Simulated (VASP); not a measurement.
Here is a VASP 6.6.1 calculation.

File POSCAR:

```
NbP
1.0
   -1.6792913243      1.6792913243      5.7746080521
    1.6792913243     -1.6792913243      5.7746080521
    1.6792913243      1.6792913243     -5.7746080521
Nb P
2 2
Direct
    0.7497779827      0.7497779827      0.0000000000
    0.4997779827      0.9997779827      0.5000000000
    0.3328505923      0.3328505923      0.0000000000
    0.0828505923      0.5828505923      0.5000000000
```

Contents of INCAR.step1:

```
PREC = Accurate ; ENCUT = 520
ISMEAR = 0 ; SIGMA = 0.05
LREAL = False ; LASPH = True
NELM = 100 ; NBANDS = 26
GGA = PE ; ALGO = Normal
EDIFF = 1E-4 ; LWAVE = True
LCHARG = False
```

INCAR.step2

```
PREC = Accurate ; ENCUT = 520
EDIFF = 1E-6 ; ISMEAR = 0
SIGMA = 0.05 ; LREAL = False
LASPH = True ; NELM = 100
ALGO = Normal ; ISIF = 2
LWAVE = False ; LCHARG = False
METAGGA = R2SCAN ; LMIXTAU = True
NBANDS = 26 ; ISTART = 1
```

KPOINTS

```
Automatic mesh
0
Gamma
  16 16 16
```

Potentials or basis: VASP PAW PBE potentials, release 64 (Nb_sv, P).

Run with:

```bash
$ cat potpaw_PBE.64/Nb_sv/POTCAR potpaw_PBE.64/P/POTCAR > POTCAR
$ cp INCAR.step1 INCAR
$ mpirun -np 1 vasp_std > vasp.out
$ cp INCAR.step2 INCAR
$ mpirun -np 1 vasp_std > vasp.out
```

Problem. Estimate the band gap on the k mesh.

Solution. Zero (bands 18 and 19 overlap by 0.04 eV).

Problem. Estimate the pressure.

Solution. -4.1 GPa.

Caveat: the cell stands under tension; the PAW data sets were made with another functional, which shifts forces and pressure a little.
